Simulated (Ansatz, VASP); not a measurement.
# Te in VASP and in Ansatz

Contents of INCAR:

```
ALGO     = Normal         # electronic algorithm
EDIFF    = 1E-6           # SCF threshold, eV
ENCUT    = 520            # plane-wave cutoff, eV
GGA      = RP             # functional
ISIF     = 2              # what is computed and relaxed
ISMEAR   = -1             # smearing method
LASPH    = True           # aspherical terms in the spheres
LCHARG   = True           # write CHGCAR
LELF     = True           # ELF
LREAL    = False          # projectors in reciprocal space
LVHAR    = True         
LWAVE    = False          # write WAVECAR
NBANDS   = 9              # bands
NELM     = 100            # most SCF steps
PREC     = Accurate       # precision mode
SIGMA    = 0.1            # smearing width, eV
```

Contents of KPOINTS:

```
k-points
0
Gamma
  13 13 13
```

File POSCAR:

```
Te
1.0
   -1.9149235687      1.9149235687      1.9149235687
    1.9149235687     -1.9149235687      1.9149235687
    1.9149235687      1.9149235687     -1.9149235687
Te
1
Direct
    0.0000000000      0.0000000000      0.0000000000
```

Input for Ansatz:

```yaml
crystal:
  lattice:
    - [-1.9149235687, 1.9149235687, 1.9149235687]
    - [1.9149235687, -1.9149235687, 1.9149235687]
    - [1.9149235687, 1.9149235687, -1.9149235687]
  atoms:
    - { symbol: Te, position: [0.0, 0.0, 0.0] }
hamiltonian:
  xc: rpbe
  pseudopotentials:
    kind: paw
    azcp:
      Te: "pseudopotentials/Te.paw.azcp"
basis:
  ecutwfc: 420
  fft_grid_basis: typed
kpoints:
  mp_grid: { grid: [13, 13, 13], shift: [0, 0, 0] }
magnetization:
  spin_polarized: false
scf:
  occupations: { method: fermi_dirac, width: 0.1 }
  lower_state_search: "off"
output:
  stress: true
```

Alike in both runs: task single point; functional RPBE; k mesh 13 × 13 × 13; occupations fermi-dirac, width 0.1 eV; no spin polarisation.

```csv
,VASP,Ansatz
version,VASP 6.6.1,Ansatz 0.2.0
potentials or method,"VASP PAW PBE potentials, release 64 (Te), cutoff 520 eV","plane waves (420 eV) with PAW, scalar-relativistic"
valence electrons in the cell,6,16
```

```csv
,VASP,Ansatz,Ansatz less VASP
pressure (GPa),2.1,2.2,+0.13
```

VASP's potentials were made for PBE, not for RPBE. VASP's potentials hold 6 valence electrons a cell and Ansatz's 16, so a difference there can come from the potentials and not from the codes.

Spin-orbit coupling is off throughout.
